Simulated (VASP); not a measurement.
# HfZrS3 (P4/mmm) in VASP: notebook, part 2 of 2

VASP 6.6.1. The steps go on from the part before.

## Step 3: Single point, PBE

INCAR

```
PREC     = Accurate       # precision mode
ENCUT    = 520            # plane-wave cutoff, eV
EDIFF    = 1E-7           # SCF threshold, eV
ISMEAR   = 0              # smearing method
SIGMA    = 0.1            # smearing width, eV
LREAL    = F              # projectors in reciprocal space
LASPH    = T              # aspherical terms in the spheres
NELM     = 100            # most SCF steps
ALGO     = Normal         # electronic algorithm
ISIF     = 2              # what is computed and relaxed
LWAVE    = F              # write WAVECAR
LCHARG   = F              # write CHGCAR
GGA      = PE             # functional
NBANDS   = 28             # bands
```

KPOINTS

```
regular mesh
0
Gamma
  6 6 2
```

POSCAR

```
HfZrS3
1.0
    3.3986544768      0.0000000000      0.0000000000
    0.0000000000      3.3986544768      0.0000000000
    0.0000000000      0.0000000000      9.4977960462
Zr Hf S
1 1 3
Direct
    0.5000000000      0.5000000000      0.0000000000
    0.5000000000      0.5000000000      0.5000000000
    0.0000000000      0.0000000000      0.8491462839
    0.0000000000      0.0000000000      0.1508537161
    0.0000000000      0.0000000000      0.5000000000
```

Potentials or basis: VASP PAW PBE potentials, release 64 (Zr_sv, Hf_pv, S).

The run is started by

```bash
> cat potpaw_PBE.64/Zr_sv/POTCAR potpaw_PBE.64/Hf_pv/POTCAR potpaw_PBE.64/S/POTCAR > POTCAR
> mpirun -np 1 vasp_std > vasp.out
```

OUTCAR:

```text
PREC = Accurate
   ENCUT = 520
   EDIFF = 1E-7
   ISMEAR = 0
   LREAL = F
   LASPH = T
   NELM = 100
   ISIF = 2
   GGA = PE

 ion  position               nearest neighbor table
   1  0.500  0.500  0.000-   3 2.80   4 2.80   3 2.80   4 2.80   3 2.80   4 2.80   3 2.80   4 2.80

   2  0.500  0.500  0.500-   5 2.40   5 2.40   5 2.40   5 2.40
   3  0.000  0.000  0.849-   1 2.80   1 2.80   1 2.80   1 2.80
   4  0.000  0.000  0.151-   1 2.80   1 2.80   1 2.80   1 2.80
   5  0.000  0.000  0.500-   2 2.40   2 2.40   2 2.40   2 2.40

  LATTYP: Found a simple tetragonal cell.
 ALAT       =     3.3986544768
 C/A-ratio  =     2.7945753565

  Lattice vectors:

 A1 = (   3.3986544768,   0.0000000000,   0.0000000000)
 A2 = (   0.0000000000,   3.3986544768,   0.0000000000)
 A3 = (   0.0000000000,   0.0000000000,   9.4977960462)

Analysis of symmetry for initial positions (statically):
=====================================================================
 Subroutine PRICEL returns:
 Original cell was already a primitive cell.

 Routine SETGRP: Setting up the symmetry group for a
 simple tetragonal supercell.

 Subroutine GETGRP returns: Found 16 space group operations
 (whereof 16 operations were pure point group operations)
 out of a pool of 16 trial point group operations.

The static configuration has the point symmetry D_4h.

Analysis of symmetry for dynamics (positions and initial velocities):
=====================================================================
 Subroutine PRICEL returns:
 Original cell was already a primitive cell.

 Routine SETGRP: Setting up the symmetry group for a
 simple tetragonal supercell.

 Subroutine GETGRP returns: Found 16 space group operations
 (whereof 16 operations were pure point group operations)
 out of a pool of 16 trial point group operations.

The dynamic configuration has the point symmetry D_4h.

 Subroutine INISYM returns: Found 16 space group operations
 (whereof 16 operations are pure point group operations),
 and found     1 'primitive' translations

----------------------------------------------------------------------------------------

                                     Primitive cell

  volume of cell :     109.7076

  direct lattice vectors                    reciprocal lattice vectors
     3.398654477  0.000000000  0.000000000     0.294234088  0.000000000  0.000000000
     0.000000000  3.398654477  0.000000000     0.000000000  0.294234088  0.000000000
     0.000000000  0.000000000  9.497796046     0.000000000  0.000000000  0.105287584

  length of vectors
     3.398654477  3.398654477  9.497796046     0.294234088  0.294234088  0.105287584

  position of ions in fractional coordinates (direct lattice)
     0.500000000  0.500000000  0.000000000
     0.500000000  0.500000000  0.500000000
     0.000000000  0.000000000  0.849146284
     0.000000000  0.000000000  0.150853716
     0.000000000  0.000000000  0.500000000

  ion indices of the primitive-cell ions
   primitive index   ion index
                 1           1
                 2           2
                 3           3
                 4           4
                 5           5

[... 23 lines left out ...]

 Found     20 irreducible k-points:

 Following reciprocal coordinates:
            Coordinates               Weight
  0.000000  0.000000  0.000000      1.000000
  0.166667  0.000000  0.000000      4.000000
  0.333333  0.000000  0.000000      4.000000
  0.500000  0.000000  0.000000      2.000000
  0.166667  0.166667  0.000000      4.000000
  0.333333  0.166667  0.000000      8.000000
[... 12 lines left out ...]
  0.500000  0.333333  0.500000      4.000000
  0.500000  0.500000  0.500000      1.000000
   k-points           NKPTS =     20   k-points in BZ     NKDIM =     20   number of bands    NBANDS=     28
   number of dos      NEDOS =    301   number of ions     NIONS =      5
   total plane-waves  NPLWV =  56448
   dimension x,y,z NGX =    28 NGY =   28 NGZ =   72
   dimension x,y,z NGXF=    56 NGYF=   56 NGZF=  144
   ions per type =               1   1   3
   NGX,Y,Z   is equivalent  to a cutoff of  13.70, 13.70, 12.60 a.u.
   NGXF,Y,Z  is equivalent  to a cutoff of  27.39, 27.39, 25.21 a.u.
 SYSTEM =  unknown system
   PREC   = accura    normal or accurate (medium, high low for compatibility)
   ISTART =      0    job   : 0-new  1-cont  2-samecut
   ICHARG =      2    charge: 1-file 2-atom 10-const
   ISPIN  =      1    spin polarized calculation?
   LNONCOLLINEAR =      F non collinear calculations
   LSORBIT =      F    spin-orbit coupling
   LASPH  =      T    aspherical Exc in radial PAW
   ENCUT  =  520.0 eV  38.22 Ry    6.18 a.u.   6.32  6.32 17.66*2*pi/ulx,y,z
   NELM   =    100;   NELMIN=  2; NELMDL= -5     # of ELM steps
   EDIFF  = 0.1E-06   stopping-criterion for ELM
   LREAL  =      F    real-space projection
   EDIFFG = 0.1E-05   stopping-criterion for IOM
   NSW    =      0    number of steps for IOM
   IBRION =     -1    ionic relax: 0-MD 1-quasi-New 2-CG
   NFREE  =      0    steps in history (QN), initial steepest desc. (CG)
   ISIF   =      2    stress and relaxation
   ISYM   =      2    0-nonsym 1-usesym 2-fastsym
   POTIM  = 0.5000    time-step for ionic-motion
   TEBEG  =    0.0;   TEEND  =   0.0 temperature during run
   PSTRESS=    0.0 pullay stress
   NELECT =      40.0000    total number of electrons
   NUPDOWN=      -1.0000    fix difference up-down
   EMIN   =  10.00;   EMAX   =-10.00  energy-range for DOS
   EFERMI =   0.00;   METHOD = LEGACY
   ISMEAR =     0;   SIGMA  =   0.10  broadening in eV -4-tet -1-fermi 0-gaus
   EFERMI_NEDOS =   21; number of points for ismear=-14 and -15
   IALGO  =     38    algorithm
   IMIX   =      4    mixing-type and parameters
     AMIX     =   0.40;   BMIX     =  1.00
     AMIX_MAG =   1.60;   BMIX_MAG =  1.00
  volume/ion in A,a.u.               =      21.94       148.07
  Fermi-wavevector in a.u.,A,eV,Ry     =   1.169542  2.210114 18.610441  1.367829
  Thomas-Fermi vector in A             =   2.306013
   LORBIT       =      0    0 simple, 1 ext, 2 COOP (PROOUT), +10 PAW based schemes
   GGA     = PE    functional components
   LHFCALC =     F    Hartree Fock is set to
   AEXX    =    0.0000 exact exchange contribution
   IVDW    =     0    specifies the selected vdW correction
   LEPSILON=     F    determine dielectric tensor
   LRPA    =     F    only Hartree local field effects (RPA)
 non-spin polarized calculation
 Gauss-broadening in eV      SIGMA  =   0.10
  energy-cutoff  :      520.00
  volume of cell :      109.71
 maximum number of plane-waves:      2982
 NGX is ok and might be reduce to    28
   NGX = 13   NGY = 13   NGZ = 35

 number of electron      40.0000003 magnetization

 Free energy of the ion-electron system (eV)
  ---------------------------------------------------
  ext. energy  EPLUGINS =         0.00000000
  ---------------------------------------------------
  free energy    TOTEN  =       -34.96868772 eV

  energy without entropy =      -34.94874013  energy(sigma->0) =      -34.95871392

 E-fermi :   5.8741     XC(G=0):  -9.9792

 val. band max:        5.8501306723   @ k =   0.3333   0.1667   0.0000
 cond. band min:       5.8836120745   @ k =   0.3333   0.0000   0.5000
 fundamental gap:      0.0334814023
 Fermi energy:         5.8741284920

 k-point     1 :       0.0000    0.0000    0.0000
  band No.  band energies     occupation
      1     -43.7346      2.00000
      2     -26.3151      2.00000
      3     -26.1506      2.00000
      4     -26.1506      2.00000
      5     -21.8242      2.00000
      6     -21.5238      2.00000
[... 609 lines left out ...]
     27       9.7998      0.00000
     28      10.0103      0.00000

------------------------ aborting loop because EDIFF is reached ----------------------------------------

  FORCE on cell =-STRESS in cart. coord.  units (eV):
  Direction    XX          YY          ZZ          XY          YZ          ZX
  --------------------------------------------------------------------------------------
  -------------------------------------------------------------------------------------
  Total       -0.2410130     -0.2410130     -0.0778966      0.0000000      0.0000000     -0.0000000
  in kB       -3.5197699     -3.5197699     -1.1376066      0.0000000      0.0000000     -0.0000000
  external PRESSURE =      -2.7257154 kB  Pullay stress =       0.0000000 kB

 VOLUME and BASIS-vectors are now :
 -----------------------------------------------------------------------------
  energy-cutoff  :      520.00
  volume of cell :      109.71
      direct lattice vectors                 reciprocal lattice vectors
     3.398654477  0.000000000  0.000000000     0.294234088  0.000000000  0.000000000
     0.000000000  3.398654477  0.000000000     0.000000000  0.294234088  0.000000000
     0.000000000  0.000000000  9.497796046     0.000000000  0.000000000  0.105287584

 POSITION                                       TOTAL-FORCE (eV/Angst)
 -----------------------------------------------------------------------------------
      1.69933      1.69933      0.00000        -0.000000      0.000000      0.000000
      1.69933      1.69933      4.74890        -0.000000      0.000000      0.000000
      0.00000      0.00000      8.06502         0.000000      0.000000     -0.003978
      0.00000      0.00000      1.43278         0.000000     -0.000000      0.003978
      0.00000      0.00000      4.74890        -0.000000      0.000000      0.000000
 -----------------------------------------------------------------------------------
    total drift:                                0.000000      0.000000     -0.000000

  FREE ENERGIE OF THE ION-ELECTRON SYSTEM (eV)
  ---------------------------------------------------
  free  energy   TOTEN  =       -34.9686877228 eV

  energy  without entropy=      -34.9487401261  energy(sigma->0) =      -34.95871392
```

Wall time 55 s (1 thread of Intel Xeon Platinum 8488C (Sapphire Rapids), shared host); peak memory 0.25 GiB.

Results:

```yaml
Free_energy: -34.9687 eV
Pressure: -0.3 GPa
Largest_force: 0.004 eV/Å
Band_gap_on_the_k_mesh: zero (band 20 reaches 5.96 eV, above the bottom of band 21 at 4.63 eV)
```

Forces on the atoms (eV/Å):
```
Zr   0.000  0.000  0.000
Hf   0.000  0.000  0.000
S    0.000  0.000 -0.004
S    0.000  0.000  0.004
S    0.000  0.000  0.000
```

Levels at points of the mesh, in eV from the Fermi level:
```csv
k point,band 18,band 19,band 20,band 21,band 22,band 23
"(0.00, 0.00, 0.00)",-1.40,-1.21,-1.21,-0.41,-0.16,0.07
"(0.50, 0.00, 0.00)",-0.84,-0.65,-0.26,0.99,1.65,2.00
"(0.50, 0.50, 0.00)",-3.68,-1.15,-1.15,0.30,0.44,1.73
"(0.00, 0.00, 0.50)",-1.72,-1.41,-1.24,-1.24,0.07,1.03
"(0.50, 0.00, 0.50)",-1.33,-0.40,-0.25,0.54,1.67,1.97
"(0.50, 0.50, 0.50)",-2.71,-1.11,-1.11,-0.10,0.85,0.86
```

Caveat: spin-orbit coupling is left out, which moves the levels of the heavy elements; this functional lacks dispersion, which binds the layers, so the pressure and a relaxed spacing across them are unreliable.

## Step 4: Relaxation of cell and atoms, PBE

This run uses another cell than the first one, of 22.19 Å³/atom, 1.011 times its volume.

INCAR

```
SYSTEM = HfZrS3
PREC = Accurate ; ENCUT = 600
EDIFF = 1E-7 ; ISMEAR = 0
SIGMA = 0.1 ; LREAL = .False.
LASPH = .True. ; NELM = 100
ALGO = Normal ; ISIF = 3
LWAVE = .False. ; LCHARG = .False.
GGA = PE ; IBRION = 2
NSW = 90 ; EDIFFG = -0.04
```

KPOINTS

```
regular mesh
0
Gamma
  6 6 2
  0 0 0
```

POSCAR

```
HfZrS3
1.0
    3.3964192004      0.0000000000      0.0000000000
    0.0000000000      3.3964192004      0.0000000000
    0.0000000000      0.0000000000      9.6162782646
Zr Hf S
1 1 3
Direct
    0.5000000000      0.5000000000      0.0000000000
    0.5000000000      0.5000000000      0.5000000000
    0.0000000000      0.0000000000      0.8512776088
    0.0000000000      0.0000000000      0.1487223912
    0.0000000000      0.0000000000      0.5000000000
```

The run is started by

```bash
> cat potpaw_PBE.64/Zr_sv/POTCAR potpaw_PBE.64/Hf_pv/POTCAR potpaw_PBE.64/S/POTCAR > POTCAR
> mpirun -np 1 vasp_std > vasp.out
```

It took 2.7 min on 1 thread of Intel Xeon Platinum 8488C (Sapphire Rapids), shared host; peak memory 0.29 GiB.

It converged, with:

| Property | Result |
| --- | --- |
| Free energy | -34.9699 eV |
| Relaxed volume | 21.93 Å³/atom |
| Relaxed cell | a = 3.398 Å, b = 3.398 Å, c = 9.495 Å, α = 90.00°, β = 90.00°, γ = 90.00° |
| Space group after relaxing (to 0.05 Å) | P4/mmm (No. 123) |
| Energy gained by relaxing | 0.7 meV/atom |
| Ionic steps | 4 |
| Pressure after relaxing | -0.2 GPa |
| Largest force after relaxing | 0.025 eV/Å |
| Band gap on the k mesh | zero (band 20 reaches 5.97 eV, above the bottom of band 21 at 4.63 eV) |

Forces on the atoms (eV/Å):
```
Zr   0.000  0.000  0.000
Hf   0.000  0.000  0.000
S    0.000  0.000 -0.025
S    0.000  0.000  0.025
S    0.000  0.000  0.000
```

Stress tensor (GPa, compression positive):
```
-0.24  0.00  0.00
 0.00 -0.24  0.00
 0.00  0.00  0.00
```

The path:
| step | energy change (eV) | largest force (eV/Å) | pressure (GPa) | volume (Å³) |
| --- | --- | --- | --- | --- |
| 1 | 0.0000 | 0.0627 | -0.15 | 110.93 |
| 2 | -0.0012 | 0.0704 | -0.09 | 110.59 |
| 3 | -0.0030 | 0.0902 | 0.14 | 109.56 |
| 4 | -0.0037 | 0.0248 | -0.16 | 109.63 |

Final structure:
```
CELL_PARAMETERS angstrom
3.39802 0.00000 0.00000
0.00000 3.39802 0.00000
0.00000 0.00000 9.49483
ATOMIC_POSITIONS crystal
Zr 0.50000 0.50000 0.00000
Hf 0.50000 0.50000 0.50000
S 0.00000 0.00000 0.84930
S 0.00000 0.00000 0.15070
S 0.00000 0.00000 0.50000
```

Levels at points of the mesh, in eV from the Fermi level:
```csv
k point,band 17,band 18,band 19,band 20,band 21,band 22,band 23,band 24
"(0.00, 0.00, 0.00)",-1.75,-1.41,-1.22,-1.22,-0.41,-0.16,0.07,1.26
"(0.50, 0.00, 0.00)",-2.48,-0.84,-0.65,-0.26,0.99,1.65,2.00,2.55
"(0.50, 0.50, 0.00)",-3.78,-3.68,-1.15,-1.15,0.30,0.45,1.73,2.25
"(0.00, 0.00, 0.50)",-1.73,-1.73,-1.41,-1.25,-1.25,0.07,1.03,1.27
"(0.50, 0.00, 0.50)",-2.49,-1.32,-0.40,-0.25,0.54,1.67,1.98,2.69
"(0.50, 0.50, 0.50)",-3.86,-2.71,-1.11,-1.11,-0.09,0.85,0.86,2.14
```

Caveat: spin-orbit coupling is left out, which moves the levels of the heavy elements; this functional lacks dispersion, which binds the layers, so the pressure and a relaxed spacing across them are unreliable.

## Step 5: Summary

```csv
task,cell,k mesh,cutoff (eV),gap on the mesh (eV),pressure (GPa),relaxed volume (Å³/atom),largest force (eV/Å)
relaxation of cell and atoms,"relaxed from a = 3.399, b = 3.399, c = 9.498 Å, 5 atoms",12 × 12 × 4,600,none,0.0,21.86,0.01
single point,"a = 3.399, b = 3.399, c = 9.498 Å, 5 atoms",6 × 6 × 2,520,none,-0.3,-,-
relaxation of cell and atoms,"relaxed from a = 3.396, b = 3.396, c = 9.616 Å, 5 atoms",6 × 6 × 2,600,none,-0.2,21.93,0.02
```

Alike in all rows: level PBE; potentials or basis VASP PAW PBE potentials, release 64 (Zr_sv, Hf_pv, S); no spin polarisation; smearing gaussian 0.1 eV.

Caveats: spin-orbit coupling is left out, which moves the levels of the heavy elements; this functional lacks dispersion, which binds the layers, so the pressure and a relaxed spacing across them are unreliable.

Absolute energies hang on the potentials; compare differences alone.
